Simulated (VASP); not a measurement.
# Gd (Im-3m) in VASP: notebook

The runs below take Gd through single point, with PBE, PBE+D3(BJ).

Program: VASP 6.6.1. These are calculated values, not measurements. Logs are shortened: lines on timing, memory, paths and dates and some standing lists are left out, and cuts for length are marked.

## 1. The cell of the first run

It takes space group Im-3m (No. 229, cubic). Conventional cell: a = 3.945 Å, b = 3.945 Å, c = 3.945 Å, α = 90.00°, β = 90.00°, γ = 90.00°. Gd (site symmetry m-3m) has 14 Gd at 3.42 to 3.95 Å within 4.5 Å.

This isn't the form of Gd at room conditions, which is hcp.

## 2. Single point, PBE, collinear spin, ferromagnetic start (30.71 Å³/atom)

INCAR

```
SYSTEM = Gd
ALGO     = Normal         ! electronic algorithm
EDIFF    = 1E-6           ! SCF threshold, eV
ENCUT    = 520            ! plane-wave cutoff, eV
GGA      = PE             ! functional
ISIF     = 2              ! what is computed and relaxed
ISMEAR   = -1             ! smearing method
ISPIN    = 2              ! spin polarisation
LASPH    = .True.         ! aspherical terms in the spheres
LCHARG   = .False.        ! write CHGCAR
LMAXMIX  = 6              ! l up to which the mixer works
LORBIT   = 11             ! projections on sites
LREAL    = .False.        ! projectors in reciprocal space
LWAVE    = .False.        ! write WAVECAR
MAGMOM   = 7              ! initial moments
NBANDS   = 19             ! bands
NELM     = 150            ! most SCF steps
PREC     = Accurate       ! precision mode
SIGMA    = 0.08           ! smearing width, eV
```

KPOINTS

```
k-points
0
Gamma
  15 15 15
  0 0 0
```

POSCAR

```
Gd
1.0
   -1.9726961853      1.9726961853      1.9726961853
    1.9726961853     -1.9726961853      1.9726961853
    1.9726961853      1.9726961853     -1.9726961853
Gd
1
Direct
    0.0000000000      0.0000000000      0.0000000000
```

Potentials or basis: VASP PAW PBE potentials, release 64 (Gd).

The run is started by

```sh
$ cat potpaw_PBE.64/Gd/POTCAR > POTCAR
$ mpirun -np 1 vasp_std > vasp.out
```

OUTCAR:

```text
SYSTEM = Gd
   EDIFF = 1E-6
   ENCUT = 520
   GGA = PE
   ISIF = 2
   ISMEAR = -1
   ISPIN = 2
   LASPH = .True.
   LORBIT = 11
   LREAL = .False.
   NELM = 150
   PREC = Accurate

 ion  position               nearest neighbor table
   1  0.000  0.000  0.000-

  LATTYP: Found a body centered cubic cell.
 ALAT       =     3.9453923706

  Lattice vectors:

 A1 = (  -1.9726961853,   1.9726961853,   1.9726961853)
 A2 = (   1.9726961853,  -1.9726961853,   1.9726961853)
 A3 = (   1.9726961853,   1.9726961853,  -1.9726961853)

Analysis of symmetry for initial positions (statically):
=====================================================================
 Subroutine PRICEL returns:
 Original cell was already a primitive cell.

 Routine SETGRP: Setting up the symmetry group for a
 body centered cubic supercell.

 Subroutine GETGRP returns: Found 48 space group operations
 (whereof 48 operations were pure point group operations)
 out of a pool of 48 trial point group operations.

The static configuration has the point symmetry O_h .

Analysis of symmetry for dynamics (positions and initial velocities):
=====================================================================
 Subroutine PRICEL returns:
 Original cell was already a primitive cell.

 Routine SETGRP: Setting up the symmetry group for a
 body centered cubic supercell.

 Subroutine GETGRP returns: Found 48 space group operations
 (whereof 48 operations were pure point group operations)
 out of a pool of 48 trial point group operations.

The dynamic configuration has the point symmetry O_h .

Analysis of structural, dynamic, and magnetic symmetry:
=====================================================================
 Subroutine PRICEL returns:
 Original cell was already a primitive cell.

 Routine SETGRP: Setting up the symmetry group for a
 body centered cubic supercell.

 Subroutine GETGRP returns: Found 48 space group operations
 (whereof 48 operations were pure point group operations)
 out of a pool of 48 trial point group operations.

The overall configuration has the point symmetry O_h .

 Subroutine INISYM returns: Found 48 space group operations
 (whereof 48 operations are pure point group operations),
 and found     1 'primitive' translations

----------------------------------------------------------------------------------------

                                     Primitive cell

  volume of cell :      30.7072

  direct lattice vectors                    reciprocal lattice vectors
    -1.972696185  1.972696185  1.972696185     0.000000000  0.253460215  0.253460215
     1.972696185 -1.972696185  1.972696185     0.253460215  0.000000000  0.253460215
     1.972696185  1.972696185 -1.972696185     0.253460215  0.253460215  0.000000000

  length of vectors
     3.416810021  3.416810021  3.416810021     0.358446874  0.358446874  0.358446874

  position of ions in fractional coordinates (direct lattice)
     0.000000000  0.000000000  0.000000000

  ion indices of the primitive-cell ions
   primitive index   ion index
                 1           1

----------------------------------------------------------------------------------------

 KPOINTS: k-points

Automatic generation of k-mesh.
 Grid dimensions read from file:
 generate k-points for:   15   15   15

 Generating k-lattice:

  Cartesian coordinates                     Fractional coordinates (reciprocal lattice)
     0.000000000  0.016897348  0.016897348     0.066666667  0.000000000  0.000000000
     0.016897348  0.000000000  0.016897348     0.000000000  0.066666667  0.000000000
     0.016897348  0.016897348  0.000000000     0.000000000  0.000000000  0.066666667

  Length of vectors
     0.023896458  0.023896458  0.023896458

  Shift w.r.t. Gamma in fractional coordinates (k-lattice)
     0.000000000  0.000000000  0.000000000

 Subroutine IBZKPT returns following result:
 ===========================================

 Found    120 irreducible k-points:

 Following reciprocal coordinates:
            Coordinates               Weight
  0.000000  0.000000  0.000000      1.000000
  0.066667  0.000000  0.000000     12.000000
  0.133333  0.000000  0.000000     12.000000
  0.200000  0.000000  0.000000     12.000000
  0.266667  0.000000  0.000000     12.000000
  0.333333  0.000000  0.000000     12.000000
[... 16 lines left out ...]
  0.333333  0.200000  0.000000     48.000000
  0.400000  0.200000  0.000000     24.000000
 [... further k-points ...]
   k-points           NKPTS =    120   k-points in BZ     NKDIM =    120   number of bands    NBANDS=     19
   number of dos      NEDOS =    301   number of ions     NIONS =      1
   total plane-waves  NPLWV =  21952
   dimension x,y,z NGX =    28 NGY =   28 NGZ =   28
   dimension x,y,z NGXF=    56 NGYF=   56 NGZF=   56
   ions per type =               1
   NGX,Y,Z   is equivalent  to a cutoff of  13.62, 13.62, 13.62 a.u.
   NGXF,Y,Z  is equivalent  to a cutoff of  27.25, 27.25, 27.25 a.u.
 SYSTEM =  Gd
   PREC   = accura    normal or accurate (medium, high low for compatibility)
   ISTART =      0    job   : 0-new  1-cont  2-samecut
   ICHARG =      2    charge: 1-file 2-atom 10-const
   ISPIN  =      2    spin polarized calculation?
   LNONCOLLINEAR =      F non collinear calculations
   LSORBIT =      F    spin-orbit coupling
   LASPH  =      T    aspherical Exc in radial PAW
   ENCUT  =  520.0 eV  38.22 Ry    6.18 a.u.   6.35  6.35  6.35*2*pi/ulx,y,z
   NELM   =    150;   NELMIN=  2; NELMDL= -5     # of ELM steps
   EDIFF  = 0.1E-05   stopping-criterion for ELM
   LREAL  =      F    real-space projection
   EDIFFG = 0.1E-04   stopping-criterion for IOM
   NSW    =      0    number of steps for IOM
   IBRION =     -1    ionic relax: 0-MD 1-quasi-New 2-CG
   NFREE  =      0    steps in history (QN), initial steepest desc. (CG)
   ISIF   =      2    stress and relaxation
   ISYM   =      2    0-nonsym 1-usesym 2-fastsym
   POTIM  = 0.5000    time-step for ionic-motion
   TEBEG  =    0.0;   TEEND  =   0.0 temperature during run
   PSTRESS=    0.0 pullay stress
   NELECT =      18.0000    total number of electrons
   NUPDOWN=      -1.0000    fix difference up-down
   EMIN   =  10.00;   EMAX   =-10.00  energy-range for DOS
   EFERMI =   0.00;   METHOD = LEGACY
   ISMEAR =    -1;   SIGMA  =   0.08  broadening in eV -4-tet -1-fermi 0-gaus
   EFERMI_NEDOS =   21; number of points for ismear=-14 and -15
   IALGO  =     38    algorithm
   IMIX   =      4    mixing-type and parameters
     AMIX     =   0.40;   BMIX     =  1.00
     AMIX_MAG =   1.60;   BMIX_MAG =  1.00
  volume/ion in A,a.u.               =      30.71       207.22
  Fermi-wavevector in a.u.,A,eV,Ry     =   1.370100  2.589113 25.540487  1.877173
  Thomas-Fermi vector in A             =   2.495916
   LORBIT       =     11    0 simple, 1 ext, 2 COOP (PROOUT), +10 PAW based schemes
   GGA     = PE    functional components
   LHFCALC =     F    Hartree Fock is set to
   AEXX    =    0.0000 exact exchange contribution
   IVDW    =     0    specifies the selected vdW correction
   LEPSILON=     F    determine dielectric tensor
   LRPA    =     F    only Hartree local field effects (RPA)
 spin polarized calculation
  energy-cutoff  :      520.00
  volume of cell :       30.71
 maximum number of plane-waves:       852
 NGX is ok and might be reduce to    28
   NGX = 13   NGY = 13   NGZ = 13

 number of electron      17.9999995 magnetization       7.6023527

 Free energy of the ion-electron system (eV)
  ---------------------------------------------------
  ext. energy  EPLUGINS =         0.00000000
  ---------------------------------------------------
  free energy    TOTEN  =       -11.61027878 eV

  energy without entropy =      -11.57066087  energy(sigma->0) =      -11.59046982

 E-fermi :   3.3449     XC(G=0): -10.3088

 val. band max:        3.3372810505   @ k =   0.2667   0.2000   0.1333
 cond. band min:       3.3618256623   @ k =  -0.4667  -0.4667   0.2000
 fundamental gap:      0.0245446118
 Fermi energy:         3.3448867990

 spin component 1

 k-point     1 :       0.0000    0.0000    0.0000
  band No.  band energies     occupation
      1     -41.8342      1.00000
      2     -18.7765      1.00000
      3     -18.7765      1.00000
      4     -18.7765      1.00000
      5      -1.8366      1.00000
      6      -1.4617      1.00000
[... 11 lines left out ...]
     18      14.1112      0.00000
     19      14.1112      0.00000

 k-point     2 :       0.0667    0.0000    0.0000
  band No.  band energies     occupation
      1     -41.8302      1.00000
      2     -18.8183      1.00000
      3     -18.7893      1.00000
      4     -18.7769      1.00000
      5      -1.6971      1.00000
      6      -1.4597      1.00000
[... 476 lines left out ...]
 k-point    24 :       0.4000    0.2000    0.0000
  band No.  band energies     occupation
      1     -41.7338      1.00000
      2     -19.5555      1.00000
      3     -19.1884      1.00000
      4     -18.8675      1.00000
      5      -1.4357      1.00000
      6      -1.4225      1.00000
[... 11 lines left out ...]
     18      11.1267      0.00000
     19      13.5071      0.00000

 [... further k-points ...]

 spin component 2

 k-point     1 :       0.0000    0.0000    0.0000
  band No.  band energies     occupation
      1     -38.5951      1.00000
      2     -16.3616      1.00000
      3     -16.3616      1.00000
      4     -16.3616      1.00000
      5      -0.9271      1.00000
      6       3.8095      0.00299
[... 11 lines left out ...]
     18      15.0983      0.00000
     19      15.0983      0.00000

 k-point     2 :       0.0667    0.0000    0.0000
  band No.  band energies     occupation
      1     -38.5903      1.00000
      2     -16.4127      1.00000
      3     -16.3766      1.00000
      4     -16.3623      1.00000
      5      -0.7799      1.00000
      6       3.7992      0.00341
[... 476 lines left out ...]
 k-point    24 :       0.4000    0.2000    0.0000
  band No.  band energies     occupation
      1     -38.4703      1.00000
      2     -17.2926      1.00000
      3     -16.8509      1.00000
      4     -16.4727      1.00000
      5       2.5251      0.99996
      6       3.6908      0.01308
[... 11 lines left out ...]
     18      12.6211      0.00000
     19      14.6286      0.00000

 [... further k-points ...]

------------------------ aborting loop because EDIFF is reached ----------------------------------------

  FORCE on cell =-STRESS in cart. coord.  units (eV):
  Direction    XX          YY          ZZ          XY          YZ          ZX
  --------------------------------------------------------------------------------------
  -------------------------------------------------------------------------------------
  Total        0.5877073      0.5877073      0.5877073      0.0000000     -0.0000000      0.0000000
  in kB       30.6641591     30.6641591     30.6641591      0.0000000     -0.0000000      0.0000000
  external PRESSURE =      30.6641591 kB  Pullay stress =       0.0000000 kB

 VOLUME and BASIS-vectors are now :
 -----------------------------------------------------------------------------
  energy-cutoff  :      520.00
  volume of cell :       30.71
      direct lattice vectors                 reciprocal lattice vectors
    -1.972696185  1.972696185  1.972696185     0.000000000  0.253460215  0.253460215
     1.972696185 -1.972696185  1.972696185     0.253460215  0.000000000  0.253460215
     1.972696185  1.972696185 -1.972696185     0.253460215  0.253460215  0.000000000

 POSITION                                       TOTAL-FORCE (eV/Angst)
 -----------------------------------------------------------------------------------
      0.00000      0.00000      0.00000        -0.000000      0.000000     -0.000000
 -----------------------------------------------------------------------------------
    total drift:                                0.000000     -0.000000      0.000000

  FREE ENERGIE OF THE ION-ELECTRON SYSTEM (eV)
  ---------------------------------------------------
  free  energy   TOTEN  =       -11.6102787756 eV

  energy  without entropy=      -11.5706608685  energy(sigma->0) =      -11.59046982

 total charge

# of ion       s       p       d       f       tot
--------------------------------------------------
    1        2.076   5.557   0.629   6.978  15.240

 magnetization (x)

# of ion       s       p       d       f       tot
--------------------------------------------------
    1        0.003  -0.057   0.244   6.816   7.005
```

Wall time 8.6 min (1 thread of Oxide Virtual Turin-like, shared host); peak memory 0.23 GiB.

What came out:

```yaml
Free_energy: -11.6103 eV
Pressure: 3.1 GPa
Net_moment: 7.60 μB per cell
Site_moments: Gd +7.00 μB
Valence_electrons_inside_the_program's_atomic_spheres: Gd 15.24
```

Caveat: the cell stands under pressure; spin-orbit coupling is left out, which moves the levels of the heavy elements; semilocal functionals describe open f shells poorly, which spoils levels, moments and volumes. The state reached can hang on the start; a lower one may exist.

## 3. Single point, PBE+D3(BJ), collinear spin, ferromagnetic start

INCAR

```
SYSTEM = Gd
  ALGO = Normal
  EDIFF = 1E-6
  ENCUT = 520
  GGA = PE
  ISIF = 2
  ISMEAR = -1
  ISPIN = 2
  IVDW = 12
  LASPH = .TRUE.
  LCHARG = .FALSE.
  LMAXMIX = 6
  LORBIT = 11
  LREAL = .FALSE.
  LWAVE = .FALSE.
  MAGMOM = 7
  NBANDS = 19
  NELM = 150
  PREC = Accurate
  SIGMA = 0.08
```

KPOINTS

```
k-points
0
G
  15 15 15
  0 0 0
```

POSCAR is that of step 2.

Potentials or basis: VASP PAW PBE potentials, release 64 (Gd).

The run is started by

```sh
$ cat potpaw_PBE.64/Gd/POTCAR > POTCAR
$ mpirun -np 1 vasp_std > vasp.out
```

Run time: 8.2 min. Hardware: 1 thread of Oxide Virtual Turin-like, shared host; peak memory 0.24 GiB.

The run converged. Its results:

```yaml
Free_energy: -12.0886 eV
Pressure: 0.5 GPa
Net_moment: 7.60 μB per cell
Site_moments: Gd +7.00 μB
Valence_electrons_inside_the_program's_atomic_spheres: Gd 15.24
Dispersion_energy_per_atom: -0.478 eV
```

Levels at points of the mesh, in eV from the Fermi level:
Spin up:
| k point | band 11 | band 12 | band 13 | band 14 | band 15 | band 16 |
| --- | --- | --- | --- | --- | --- | --- |
| (0.00, 0.00, 0.00) | -4.65 | -4.62 | 1.35 | 1.35 | 1.35 | 3.77 |
Spin down:
```tsv
k point	band 1	band 2	band 3	band 4	band 5	band 6	band 7	band 8	band 9	band 10
(0.00, 0.00, 0.00)	-41.94	-19.71	-19.71	-19.71	-4.27	0.46	0.46	0.46	0.82	0.82
```

Caveat: spin-orbit coupling is left out, which moves the levels of the heavy elements; semilocal functionals describe open f shells poorly, which spoils levels, moments and volumes. The state reached can hang on the start; a lower one may exist.
